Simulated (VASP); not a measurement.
Write the native input for VASP 6.6.1 that does the following.

```yaml
Task: single point
Functional: PBE
Potentials_or_basis: VASP PAW PBE potentials, release 64 (Cu, I)
Cutoff: 520 eV
k_mesh: 8 × 8 × 8
Occupations: fermi-dirac, width 0.02 eV
Spin: no spin polarisation
Dipole_correction: no
Further_INCAR_settings: ALGO = Normal; EDIFF = 1e-07; NBANDS = 16
```

The structure of CuI lies in POSCAR:

```
CuI
1.0
    0.0000000000      3.0120290779      3.0120290779
    3.0120290779      0.0000000000      3.0120290779
    3.0120290779      3.0120290779      0.0000000000
Cu I
1 1
Direct
    0.0000000000      0.0000000000      0.0000000000
    0.2500000000      0.2500000000      0.2500000000
```

The input as run:

INCAR

```
SYSTEM = CuI
PREC     = Accurate       ! precision mode
ENCUT    = 520            ! plane-wave cutoff, eV
EDIFF    = 1E-7           ! SCF threshold, eV
ISMEAR   = -1             ! smearing method
SIGMA    = 0.02           ! smearing width, eV
LREAL    = .FALSE.        ! projectors in reciprocal space
LASPH    = .TRUE.         ! aspherical terms in the spheres
NELM     = 80             ! most SCF steps
ALGO     = Normal         ! electronic algorithm
ISIF     = 2              ! what is computed and relaxed
LWAVE    = .FALSE.        ! write WAVECAR
LCHARG   = .TRUE.         ! write CHGCAR
GGA      = PE             ! functional
LELF     = .TRUE.         ! ELF
LVHAR    = .TRUE.       
NBANDS   = 16             ! bands
```

KPOINTS

```
Automatic mesh
0
G
  8 8 8
  0 0 0
```

Potentials or basis: VASP PAW PBE potentials, release 64 (Cu, I).

Run with:

```bash
$ cat potpaw_PBE.64/Cu/POTCAR potpaw_PBE.64/I/POTCAR > POTCAR
$ mpirun -np 1 vasp_std > vasp.out
```

It gave:

- Pressure: 1.2 GPa
- Band gap on the k mesh: 1.20 eV

Caveat: spin-orbit coupling is left out, which moves the levels of the heavy elements.

Run time: 11 s on 1 thread of Intel(R) Xeon(R) 6975P-C (Granite Rapids), on a shared host, peak memory 0.18 GiB.
